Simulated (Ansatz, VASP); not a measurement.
**BeZn5Se6 in VASP and in Ansatz**

```
Be Zn Se
1.0
     3.97744    0.00000    0.00000
     0.00000    3.97744    0.00000
     0.00000    0.00000   17.02623
Be Zn Se
1 5 6
Direct
  0.50000 0.50000 0.50000
  0.00000 0.00000 0.65624
  0.50000 0.50000 0.82810
  0.00000 0.00000 0.00000
  0.50000 0.50000 0.17191
  0.00000 0.00000 0.34376
  0.50000 0.00000 0.74215
  0.00000 0.50000 0.91404
  0.50000 0.00000 0.08596
  0.00000 0.50000 0.25785
  0.50000 0.00000 0.43043
  0.00000 0.50000 0.56958
```

Alike in both runs: functional PBE; k mesh 8 × 8 × 2; occupations gaussian, width 0.02 eV; no spin polarisation.

Ansatz relaxed the structure, and its values are those at the end. VASP's run is a single point on that final structure, the one shown.

```csv
,VASP,Ansatz
version,VASP 6.6.1,Ansatz 0.2.0
potentials or method,"VASP PAW PBE potentials, release 64 (Be, Zn, Se), cutoff 520 eV","scalar-relativistic, plane waves, PAW"
valence electrons in the cell,98,158
```

```tsv
	VASP	Ansatz	Ansatz less VASP
gap on the k mesh at the Fermi level (eV)	1.45	1.45	-0.002
least direct gap on the mesh (eV)	1.45	1.45	-0.002
pressure (GPa)	0.2	0.0	-0.21
```

VASP's potentials hold 98 valence electrons a cell and Ansatz's 158, so a difference there can come from the potentials and not from the codes.
